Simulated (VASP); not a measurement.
Write the native input for VASP 6.6.1 that does the following.

```
Task                   : single point
Functional             : PBEsol
Potentials or basis    : VASP PAW PBE potentials, release 64 (Na_pv, Cl)
Cutoff                 : 500 eV
k mesh                 : 8 × 8 × 8
Occupations            : gaussian, width 0.05 eV
Spin                   : no spin polarisation
Dipole correction      : no
Further INCAR settings : ALGO = Normal; EDIFF = 1e-06; NBANDS = 14
```

The structure of NaCl lies in POSCAR:

```
NaCl
1.0
    0.0000000000      2.8317500000      2.8317500000
    2.8317500000      0.0000000000      2.8317500000
    2.8317500000      2.8317500000      0.0000000000
Na Cl
1 1
Direct
   -0.0529707778      0.0529707778     -0.0529707778
    0.5000000000      0.5000000000      0.5000000000
```

This cell differs from its parent crystal: atom 1 (Na) moved by (-0.300, +0.000) A along y and z.

These files were run (other wordings do the same):

INCAR

```
PREC = Accurate
ENCUT = 500
EDIFF = 1E-6
ISMEAR = 0
SIGMA = 0.05
LREAL = F
LASPH = T
NELM = 120
ALGO = Normal
ISIF = 2
LWAVE = F
LCHARG = T
GGA = PS
LELF = T
LVHAR = T
NBANDS = 14
GGA_COMPAT = F
```

KPOINTS

```
Automatic mesh
0
Gamma
  8 8 8
```

Potentials or basis: VASP PAW PBE potentials, release 64 (Na_pv, Cl).

Command:

```bash
$ cat potpaw_PBE.64/Na_pv/POTCAR potpaw_PBE.64/Cl/POTCAR > POTCAR
$ mpirun -np 1 vasp_std > vasp.out
```

It gave:

The pressure is 0.2 GPa. The largest force is 0.534 eV/Å. The band gap on the k mesh is 4.90 eV.

Caveat: the cell differs from its parent crystal (atom 1 (Na) moved by (-0.300, +0.000) A along y and z); the PAW data sets were made with another functional, which shifts forces and pressure a little.

Run time: 38 s on 1 thread of AMD EPYC 7R13 Processor (Zen 3), on a shared host, peak memory 0.15 GiB.
